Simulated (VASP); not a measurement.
Set up this calculation in VASP 6.6.1, as the native input.

- Task: single point
- Functional: PBE
- Potentials or basis: VASP PAW PBE potentials, release 64 (Al, As)
- Cutoff: 500 eV
- k mesh: 6 × 6 × 6
- Occupations: gaussian, width 0.01 eV
- Spin: no spin polarisation
- Dipole correction: no
- Further INCAR settings: ALGO = Normal; EDIFF = 1e-06; NBANDS = 11

The structure of AlAs lies in POSCAR:

```
AlAs
1.0
    0.0000000000      2.8389251756      2.8389251756
    2.8389251756      0.0000000000      2.8389251756
    2.8389251756      2.8389251756      0.0000000000
Al As
1 1
Direct
    0.0000000000      0.0000000000      0.0000000000
    0.2500000000      0.2500000000      0.2500000000
```

The input as run:

INCAR

```
SYSTEM = AlAs
PREC = Accurate ; ENCUT = 500
EDIFF = 1E-6 ; ISMEAR = 0
SIGMA = 0.01 ; LREAL = .False.
LASPH = .True. ; NELM = 120
ALGO = Normal ; ISIF = 2
LWAVE = .False. ; LCHARG = .False.
GGA = PE ; NBANDS = 11
GGA_COMPAT = .False.
```

KPOINTS

```
Automatic mesh
0
Gamma
  6 6 6
  0 0 0
```

Potentials or basis: VASP PAW PBE potentials, release 64 (Al, As).

The run is started by

```console
$ cat potpaw_PBE.64/Al/POTCAR potpaw_PBE.64/As/POTCAR > POTCAR
$ mpirun -np 1 vasp_std > vasp.out
```

Results of the run:

The pressure is 2.1 GPa and the band gap on the k mesh is 1.45 eV, indirect (least direct gap 1.99 eV).

Wall time 8.8 s on 1 thread of AMD EPYC 9R45 (Zen 5) (shared host), peak memory 0.13 GiB.
